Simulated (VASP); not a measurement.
# LiH20ClO10 in VASP: a series of runs

LiH20ClO10 is run at these levels: PBE; tasks: single point.

Program: VASP 6.6.1. These are calculated values, not measurements. Logs are shortened: lines on timing, memory, paths and dates and some standing lists are left out, and cuts for length are marked.

**1. The cell of the first run**

The cell holds a disordered packing, 32 atoms: a = 6.765 Å, b = 6.765 Å, c = 6.765 Å, α = 90.00°, β = 90.00°, γ = 90.00°.

**2. Single point, PBE**

INCAR

```
SYSTEM = LiH20ClO10
ALGO = Normal
EDIFF = 1E-6
ENCUT = 520
GGA = PE
ISIF = 2
ISMEAR = -1
LASPH = .TRUE.
LCHARG = .TRUE.
LELF = .TRUE.
LREAL = Auto
LVHAR = .TRUE.
LWAVE = .FALSE.
NBANDS = 67
NELM = 80
PREC = Accurate
SIGMA = 0.05
```

KPOINTS

```
k-points
0
G
  1 1 1
  0 0 0
```

POSCAR

```
LiH20ClO10
1.0
    6.7649870000      0.0000000000      0.0000000000
    0.0000000000      6.7649870000      0.0000000000
    0.0000000000      0.0000000000      6.7649870000
O H Li Cl
10 20 1 1
Direct
    0.5627257718      0.8613698900      0.5155585325
    0.7553346016      0.1883894564      0.1557057330
    0.0753636946      0.1732223019      0.8434375066
    0.2622644946      0.7810684064      0.1828429814
    0.0920517125      0.7219539968      0.5606396023
    0.2797447267      0.1938741601      0.4811065113
    0.4515306144      0.6773463903      0.8476264900
    0.7997745673      0.5508367974      0.3455293340
    0.3660011464      0.3396094046      0.0721871279
    0.6347079462      0.2402092087      0.6680057537
    0.6426046727      0.7625676883      0.4442269400
    0.5179097851      0.7834891235      0.6331469495
    0.8551233392      0.2100462099      0.0530562676
    0.7528423536      0.0441947976      0.1642559651
    0.1268596065      0.1897913361      0.7075221287
    0.0423162469      0.0325744971      0.8587023982
    0.3394326293      0.7645510349      0.0591770501
    0.1474240933      0.6981569860      0.1599011548
    0.0356387126      0.7252232232      0.6938907125
   -0.0063628286      0.6469586776      0.4820359387
    0.2749383912      0.2731361323      0.3588490911
    0.4083552910      0.2305412733      0.5421886088
    0.5895663001      0.6977333743      0.8934183511
    0.4196794248      0.5406507537      0.8893488242
    0.8119001933      0.6048645590      0.2101588260
    0.7714202657      0.4095306978      0.3261612140
    0.2765691302      0.2552514139     -0.0070621328
    0.4932198931      0.2695346143      0.0806121334
    0.7508525162      0.3108409545      0.7142971697
    0.6779960278      0.1051477568      0.6376895220
    0.2906702938     -0.1043359477      0.4324617170
    0.8629427862      0.7747977310      0.9611423978
```

Potentials or basis: VASP PAW PBE potentials, release 64 (O, H, Li_sv, Cl).

On the command line:

```
> cat potpaw_PBE.64/O/POTCAR potpaw_PBE.64/H/POTCAR potpaw_PBE.64/Li_sv/POTCAR potpaw_PBE.64/Cl/POTCAR > POTCAR
> mpirun -np 1 vasp_gam > vasp.out
```

OUTCAR:

```text
SYSTEM = LiH20ClO10
   EDIFF = 1E-6
   ENCUT = 520
   GGA = PE
   ISIF = 2
   ISMEAR = -1
   LASPH = .TRUE.
   LREAL = Auto
   NELM = 80
   PREC = Accurate

 ion  position               nearest neighbor table
   1  0.563  0.861  0.516-  11 0.99  12 1.00  31 1.94
   2  0.755  0.188  0.156-  14 0.98  13 0.98
   3  0.075  0.173  0.843-  16 0.98  15 0.99
   4  0.262  0.781  0.183-  18 0.97  17 0.99  31 1.87
   5  0.092  0.722  0.561-  19 0.98  20 0.99  31 1.98
   6  0.280  0.194  0.481-  21 0.99  22 0.99  31 2.05
   7  0.452  0.677  0.848-  24 0.99  23 0.99
   8  0.800  0.551  0.346-  26 0.98  25 0.99
   9  0.366  0.340  0.072-  28 0.98  27 0.99
  10  0.635  0.240  0.668-  29 0.97  30 0.98
  11  0.643  0.763  0.444-   1 0.99
  12  0.518  0.783  0.633-   1 1.00
  13  0.855  0.210  0.053-   2 0.98
  14  0.753  0.044  0.164-   2 0.98
  15  0.127  0.190  0.708-   3 0.99
  16  0.042  0.033  0.859-   3 0.98
[... 12 lines left out ...]
  29  0.751  0.311  0.714-  10 0.97
  30  0.678  0.105  0.638-  10 0.98
  31  0.291  0.896  0.432-   4 1.87   1 1.94   5 1.98   6 2.05
  32  0.863  0.775  0.961-

  LATTYP: Found a simple cubic cell.
 ALAT       =     6.7649870000

  Lattice vectors:

 A1 = (   6.7649870000,   0.0000000000,   0.0000000000)
 A2 = (   0.0000000000,   6.7649870000,   0.0000000000)
 A3 = (   0.0000000000,   0.0000000000,   6.7649870000)

Analysis of symmetry for initial positions (statically):
=====================================================================
 Subroutine PRICEL returns:
 Original cell was already a primitive cell.

 Routine SETGRP: Setting up the symmetry group for a
 simple cubic supercell.

 Subroutine GETGRP returns: Found  1 space group operations
 (whereof  1 operations were pure point group operations)
 out of a pool of 48 trial point group operations.

The static configuration has the point symmetry C_1 .

Analysis of symmetry for dynamics (positions and initial velocities):
=====================================================================
 Subroutine PRICEL returns:
 Original cell was already a primitive cell.

 Routine SETGRP: Setting up the symmetry group for a
 simple cubic supercell.

 Subroutine GETGRP returns: Found  1 space group operations
 (whereof  1 operations were pure point group operations)
 out of a pool of 48 trial point group operations.

The dynamic configuration has the point symmetry C_1 .

 Subroutine INISYM returns: Found  1 space group operations
 (whereof  1 operations are pure point group operations),
 and found     1 'primitive' translations

----------------------------------------------------------------------------------------

                                     Primitive cell

  volume of cell :     309.6000

  direct lattice vectors                    reciprocal lattice vectors
     6.764987000  0.000000000  0.000000000     0.147819944  0.000000000  0.000000000
     0.000000000  6.764987000  0.000000000     0.000000000  0.147819944  0.000000000
     0.000000000  0.000000000  6.764987000     0.000000000  0.000000000  0.147819944

  length of vectors
     6.764987000  6.764987000  6.764987000     0.147819944  0.147819944  0.147819944

  position of ions in fractional coordinates (direct lattice)
     0.562725772  0.861369890  0.515558533
     0.755334602  0.188389456  0.155705733
     0.075363695  0.173222302  0.843437507
     0.262264495  0.781068406  0.182842981
     0.092051713  0.721953997  0.560639602
     0.279744727  0.193874160  0.481106511
[... 24 lines left out ...]
     0.290670294  0.895664052  0.432461717
     0.862942786  0.774797731  0.961142398

  ion indices of the primitive-cell ions
   primitive index   ion index
                 1           1
                 2           2
                 3           3
                 4           4
                 5           5
                 6           6
[... 24 lines left out ...]
                31          31
                32          32

----------------------------------------------------------------------------------------

 KPOINTS: k-points

Automatic generation of k-mesh.
 Grid dimensions read from file:
 generate k-points for:    1    1    1

 Generating k-lattice:

  Cartesian coordinates                     Fractional coordinates (reciprocal lattice)
     0.147819944  0.000000000  0.000000000     1.000000000  0.000000000  0.000000000
     0.000000000  0.147819944  0.000000000     0.000000000  1.000000000  0.000000000
     0.000000000  0.000000000  0.147819944     0.000000000  0.000000000  1.000000000

  Length of vectors
     0.147819944  0.147819944  0.147819944

  Shift w.r.t. Gamma in fractional coordinates (k-lattice)
     0.000000000  0.000000000  0.000000000

 Subroutine IBZKPT returns following result:
 ===========================================

 Found      1 irreducible k-points:

 Following reciprocal coordinates:
            Coordinates               Weight
  0.000000  0.000000  0.000000      1.000000
   k-points           NKPTS =      1   k-points in BZ     NKDIM =      1   number of bands    NBANDS=     67
   number of dos      NEDOS =    301   number of ions     NIONS =     32
   total plane-waves  NPLWV = 125000
   dimension x,y,z NGX =    50 NGY =   50 NGZ =   50
   dimension x,y,z NGXF=   100 NGYF=  100 NGZF=  100
   ions per type =              10  20   1   1
   NGX,Y,Z   is equivalent  to a cutoff of  12.29, 12.29, 12.29 a.u.
   NGXF,Y,Z  is equivalent  to a cutoff of  24.57, 24.57, 24.57 a.u.
 SYSTEM =  LiH20ClO10
   PREC   = accura    normal or accurate (medium, high low for compatibility)
   ISTART =      0    job   : 0-new  1-cont  2-samecut
   ICHARG =      2    charge: 1-file 2-atom 10-const
   ISPIN  =      1    spin polarized calculation?
   LNONCOLLINEAR =      F non collinear calculations
   LSORBIT =      F    spin-orbit coupling
   LASPH  =      T    aspherical Exc in radial PAW
   ENCUT  =  520.0 eV  38.22 Ry    6.18 a.u.  12.58 12.58 12.58*2*pi/ulx,y,z
   NELM   =     80;   NELMIN=  2; NELMDL= -5     # of ELM steps
   EDIFF  = 0.1E-05   stopping-criterion for ELM
   LREAL  =      T    real-space projection
   EDIFFG = 0.1E-04   stopping-criterion for IOM
   NSW    =      0    number of steps for IOM
   IBRION =     -1    ionic relax: 0-MD 1-quasi-New 2-CG
   NFREE  =      0    steps in history (QN), initial steepest desc. (CG)
   ISIF   =      2    stress and relaxation
   ISYM   =      2    0-nonsym 1-usesym 2-fastsym
   POTIM  = 0.5000    time-step for ionic-motion
   TEBEG  =    0.0;   TEEND  =   0.0 temperature during run
   PSTRESS=    0.0 pullay stress
   NELECT =      90.0000    total number of electrons
   NUPDOWN=      -1.0000    fix difference up-down
   EMIN   =  10.00;   EMAX   =-10.00  energy-range for DOS
   EFERMI =   0.00;   METHOD = LEGACY
   ISMEAR =    -1;   SIGMA  =   0.05  broadening in eV -4-tet -1-fermi 0-gaus
   EFERMI_NEDOS =   21; number of points for ismear=-14 and -15
   IALGO  =     38    algorithm
   IMIX   =      4    mixing-type and parameters
     AMIX     =   0.40;   BMIX     =  1.00
     AMIX_MAG =   1.60;   BMIX_MAG =  1.00
  volume/ion in A,a.u.               =       9.67        65.29
  Fermi-wavevector in a.u.,A,eV,Ry     =   1.084481  2.049372 16.001805  1.176100
  Thomas-Fermi vector in A             =   2.220572
   LORBIT       =      0    0 simple, 1 ext, 2 COOP (PROOUT), +10 PAW based schemes
   GGA     = PE    functional components
   LHFCALC =     F    Hartree Fock is set to
   AEXX    =    0.0000 exact exchange contribution
   IVDW    =     0    specifies the selected vdW correction
   LEPSILON=     F    determine dielectric tensor
   LRPA    =     F    only Hartree local field effects (RPA)
 non-spin polarized calculation
  energy-cutoff  :      520.00
  volume of cell :      309.60
 maximum number of plane-waves:      4193
 NGX is ok and might be reduce to    50
   NGX = 25   NGY = 25   NGZ = 25

 number of electron      89.9999993 magnetization

 Free energy of the ion-electron system (eV)
  ---------------------------------------------------
  ext. energy  EPLUGINS =         0.00000000
  ---------------------------------------------------
  free energy    TOTEN  =      -154.22308503 eV

  energy without entropy =     -154.22308503  energy(sigma->0) =     -154.22308503

 E-fermi :  -1.6013     XC(G=0):  -7.2968

 val. band max:       -2.8210175764   @ k =   0.0000   0.0000   0.0000
 cond. band min:       1.9028661967   @ k =   0.0000   0.0000   0.0000
 fundamental gap:      4.7238837730
 Fermi energy:        -1.6012645261

 k-point     1 :       0.0000    0.0000    0.0000
  band No.  band energies     occupation
      1     -44.5895      2.00000
      2     -22.0343      2.00000
      3     -21.7982      2.00000
      4     -21.7474      2.00000
      5     -21.6073      2.00000
      6     -21.5236      2.00000
[... 49 lines left out ...]
     56       7.1010      0.00000
     57       7.2717      0.00000
 [bands above 57 left out]

------------------------ aborting loop because EDIFF is reached ----------------------------------------

  FORCE on cell =-STRESS in cart. coord.  units (eV):
  Direction    XX          YY          ZZ          XY          YZ          ZX
  --------------------------------------------------------------------------------------
  -------------------------------------------------------------------------------------
  Total        3.2170012      1.0968440      3.0402822     -0.3806844      0.5364426      1.1418381
  in kB       16.6479555      5.6761589     15.7334360     -1.9700389      2.7760859      5.9090028
  external PRESSURE =      12.6858501 kB  Pullay stress =       0.0000000 kB

 VOLUME and BASIS-vectors are now :
 -----------------------------------------------------------------------------
  energy-cutoff  :      520.00
  volume of cell :      309.60
      direct lattice vectors                 reciprocal lattice vectors
     6.764987000  0.000000000  0.000000000     0.147819944  0.000000000  0.000000000
     0.000000000  6.764987000  0.000000000     0.000000000  0.147819944  0.000000000
     0.000000000  0.000000000  6.764987000     0.000000000  0.000000000  0.147819944

 POSITION                                       TOTAL-FORCE (eV/Angst)
 -----------------------------------------------------------------------------------
      3.80683      5.82716      3.48775         0.125095     -0.228588      0.165562
      5.10983      1.27445      1.05335        -0.048117      0.045495      0.041811
      0.50983      1.17185      5.70584        -0.031066      0.065458      0.065022
      1.77422      5.28392      1.23693         0.127839      0.180630     -0.017272
      0.62273      4.88401      3.79272         0.120581      0.065020     -0.056298
      1.89247      1.31156      3.25468         0.058552      0.061790     -0.012250
[... 24 lines left out ...]
      1.96638      6.05916      2.92560        -0.184367     -0.009552     -0.073947
      5.83780      5.24150      6.50212         0.019652      0.007100      0.043641
 -----------------------------------------------------------------------------------
    total drift:                               -0.011760     -0.010955      0.005888

  FREE ENERGIE OF THE ION-ELECTRON SYSTEM (eV)
  ---------------------------------------------------
  free  energy   TOTEN  =      -154.2230850322 eV

  energy  without entropy=     -154.2230850321  energy(sigma->0) =     -154.22308503
```

Run time: 1.7 min. Hardware: 1 thread of Intel Xeon 8259CL, shared host; peak memory 0.33 GiB.

Results:

| Item | Value |
| --- | --- |
| Free energy | -154.2231 eV |
| Largest force | 0.309 eV/Å |
| Band gap on the k mesh | 4.72 eV |

Forces on the atoms (eV/Å):
```
O    0.125 -0.229  0.166
O   -0.048  0.045  0.042
O   -0.031  0.065  0.065
O    0.128  0.181 -0.017
O    0.121  0.065 -0.056
O    0.059  0.062 -0.012
O    0.024 -0.018  0.015
O   -0.045  0.094  0.036
O   -0.005 -0.012  0.030
O    0.005 -0.048 -0.018
H   -0.017 -0.077 -0.030
H    0.028  0.011  0.006
H    0.037  0.094 -0.087
H    0.002 -0.054  0.020
H    0.020  0.024 -0.121
H   -0.028 -0.043  0.005
H    0.004  0.012  0.027
H   -0.135  0.075 -0.035
H   -0.008  0.024  0.081
H    0.035  0.024  0.005
H   -0.008 -0.089 -0.008
H   -0.062  0.052 -0.023
H    0.111  0.001  0.048
H   -0.050 -0.122  0.054
H    0.053  0.060 -0.041
H   -0.017 -0.092  0.018
H   -0.114 -0.011 -0.050
H    0.085  0.005  0.007
H    0.001  0.012 -0.025
H   -0.103 -0.110 -0.069
Li  -0.184 -0.010 -0.074
Cl   0.020  0.007  0.044
```

Levels at points of the mesh, in eV from the valence-band top:
| k point | band 42 | band 43 | band 44 | band 45 | band 46 | band 47 | band 48 | band 49 |
| --- | --- | --- | --- | --- | --- | --- | --- | --- |
| (0.00, 0.00, 0.00) | -0.56 | -0.41 | -0.29 | 0.00 | 4.72 | 7.67 | 7.87 | 8.14 |

Caveat: the k points lie up to 0.93 Å⁻¹ apart, too coarse for converged energies, forces and pressures; the cutoff is under 1.25 times the usual one of these potentials, so pressure, stress and relaxed cells hold a basis-set (Pulay) error.

**3. Single point, PBE**

INCAR

```
SYSTEM = LiH20ClO10
ALGO = Normal
EDIFF = 1E-6
ENCUT = 520
GGA = PE
ISIF = 2
ISMEAR = -1
LASPH = .TRUE.
LCHARG = .FALSE.
LREAL = Auto
LWAVE = .FALSE.
NBANDS = 67
NELM = 100
PREC = Accurate
SIGMA = 0.05
```

KPOINTS is that of step 2.

POSCAR

```
LiH20ClO10
1.0
    6.7649870000      0.0000000000      0.0000000000
    0.0000000000      6.7649870000      0.0000000000
    0.0000000000      0.0000000000      6.7649870000
O H Li Cl
10 20 1 1
Direct
    0.5685746329      0.8419084915      0.5381532884
    0.7647021347      0.1681451864      0.2290174394
    0.0569402425      0.1381229557      0.8472595734
    0.2644942259      0.7727139757      0.1782560706
    0.0704953313      0.7155372213      0.5295649496
    0.3299784612      0.2461497709      0.4375322525
    0.4848050706      0.6626915913      0.8850423512
    0.7987155038      0.5299344995      0.3016561599
    0.3560686813      0.3152999407      0.0239763949
    0.6191733997      0.2597492057      0.7048054933
    0.6103781131      0.7365572173      0.4536002804
    0.5024843359      0.7450568641      0.6387891063
    0.7811101485      0.1282338015      0.0961864376
    0.7586710810      0.0436955755      0.3081750194
    0.0528456300      0.1767483071      0.7122408365
    0.0698892696     -0.0051736980      0.8680430576
    0.3449230575      0.7784493895      0.0574428303
    0.1381968657      0.8405485480      0.1646418537
    0.0739395360      0.6801195627      0.6796317569
   -0.0334516533      0.6265791789      0.4884266592
    0.3401041273      0.3194832451      0.3057212083
    0.4080126096      0.2858689898      0.5529057188
    0.6198829355      0.6938372535      0.9340003166
    0.4591435283      0.5291510538      0.9014947109
    0.8586712731      0.6171334845      0.2135850372
    0.8130244744      0.4023067598      0.2252184668
    0.2640655481      0.2847899043     -0.0812270593
    0.4732012050      0.2244793671     -0.0035476787
    0.6760692962      0.3017596338      0.5768673317
    0.6687965550      0.1219071079      0.6897869870
    0.2815674295     -0.0793645280      0.4160540146
    0.8806520988      0.8201346137      1.0056042975
```

Potentials or basis: VASP PAW PBE potentials, release 64 (O, H, Li_sv, Cl).

On the command line:

```
> cat potpaw_PBE.64/O/POTCAR potpaw_PBE.64/H/POTCAR potpaw_PBE.64/Li_sv/POTCAR potpaw_PBE.64/Cl/POTCAR > POTCAR
> mpirun -np 1 vasp_gam > vasp.out
```

It took 1.8 min on 1 thread of Intel Xeon 8259CL, shared host; peak memory 0.33 GiB.

It converged, with:

- Free energy: -151.0718 eV
- Largest force: 3.772 eV/Å
- Band gap on the k mesh: 4.14 eV

Forces on the atoms (eV/Å):
```
O   -1.783 -0.837  1.338
O   -0.563 -0.542  2.084
O    0.541  1.101  0.751
O    0.591  0.486  1.431
O    0.961  0.041  3.648
O   -1.237 -0.566 -1.330
O    0.640  3.488 -1.186
O   -0.953 -2.335  1.395
O    2.511 -0.674  0.370
O    1.183 -0.841 -1.103
H    0.907 -0.624 -1.444
H    0.885  1.580  0.080
H    0.544 -0.950 -1.457
H    0.030  0.963 -0.835
H    0.016 -0.200 -1.302
H   -0.383  0.142 -0.444
H   -0.166 -0.252 -0.329
H   -0.280 -0.308 -0.950
H    0.006  0.932 -2.286
H   -0.641 -0.590 -1.081
H    0.202 -0.539  1.659
H    0.282  0.279 -0.646
H    0.000 -0.122 -0.185
H   -0.600 -3.150  0.934
H    1.041  2.268 -1.674
H   -0.411  0.398  1.453
H   -0.972 -0.711 -0.090
H   -1.529  1.224  0.446
H   -0.139  0.765  0.355
H   -0.646  0.090  0.663
Li   0.528  0.078  0.243
Cl  -0.564 -0.593 -0.508
```

Levels at points of the mesh, in eV from the valence-band top:
```
           k point  band 43  band 44  band 45  band 46  band 47  band 48
(0.00, 0.00, 0.00)    -0.39    -0.28     0.00     4.14     6.82     7.16
```

Caveat: the k points lie up to 0.93 Å⁻¹ apart, too coarse for converged energies, forces and pressures; the cutoff is under 1.25 times the usual one of these potentials, so pressure, stress and relaxed cells hold a basis-set (Pulay) error.
